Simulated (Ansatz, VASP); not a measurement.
**Sb in VASP and in Ansatz**

The input INCAR:

```
  PREC = Accurate
  ENCUT = 520
  EDIFF = 1E-6
  ISMEAR = 0
  SIGMA = 0.05
  LREAL = F
  LASPH = T
  NELM = 100
  ALGO = Normal
  ISIF = 2
  LWAVE = F
  LCHARG = F
  LDIPOL = T
  IDIPOL = 3
  DIPOL = 0.5 0.5 0.388
  GGA = PE
  IVDW = 12
  NBANDS = 18
```

KPOINTS

```
regular mesh
0
Gamma
  9 9 1
```

POSCAR

```
Sb
1.0
    4.0686848921      0.0000000000      0.0000000000
   -2.0343424461      3.5235844766      0.0000000000
    0.0000000000      0.0000000000     20.8000277116
Sb
4
Direct
    0.3333333333      0.6666666667      0.2956733491
    0.6666666667      0.3333333333      0.2163458656
    0.6666666667      1.2222222222      0.5600967399
    0.3333333333      1.5555555556      0.4807692564
```

Input for Ansatz:

```yaml
crystal:
  lattice:
    - [4.0686853555, 0.0, 0.0]
    - [-2.0343426777, 3.5235848779, 0.0]
    - [0.0, 0.0, 20.8000291998]
  atoms:
    - { symbol: Sb, position: [0.3333333333, 0.6666666667, 0.2956733638] }
    - { symbol: Sb, position: [0.6666666667, 0.3333333333, 0.2163458501] }
    - { symbol: Sb, position: [0.6666666667, 1.2222222222, 0.5600967714] }
    - { symbol: Sb, position: [0.3333333333, 1.5555555556, 0.4807692578] }
basis:
  ecutwfc: 420
kpoints:
  mp_grid: { grid: [9, 9, 1] }
hamiltonian:
  xc: pbe
  dispersion: d3bj
scf:
  occupations: { method: gaussian, width: 0.05 }
output:
  forces: true
  eigenvalues: true
efield:
  axis: 3
  dipole_correction: true
  ramp_width: 0.04
```

Alike in both runs: task single point; functional PBE; dispersion D3(BJ); k mesh 9 × 9 × 1; occupations gaussian, width 0.05 eV; no spin polarisation.

|  | VASP | Ansatz |
| --- | --- | --- |
| version | VASP 6.6.1 | Ansatz 0.2.0 |
| potentials or method | VASP PAW PBE potentials, release 64 (Sb), cutoff 520 eV | scalar-relativistic, plane waves, PAW |
| valence electrons in the cell | 20 | 60 |

Ansatz gave:

```
gap on the k mesh at the Fermi level (eV) : 0.85
least direct gap on the mesh (eV)         : 1.34
rms of the force components (eV/Å)        : 0.019
```

Task: What did VASP give for the same quantities?

Result: gap on the k mesh at the Fermi level (eV): 0.86; least direct gap on the mesh (eV): 1.31; rms of the force components (eV/Å): 0.052.

Atom by atom the forces differ by 0.050 eV/Å (rms over components). VASP's potentials hold 20 valence electrons a cell and Ansatz's 60, so a difference there can come from the potentials and not from the codes.

Spin-orbit coupling is off throughout.
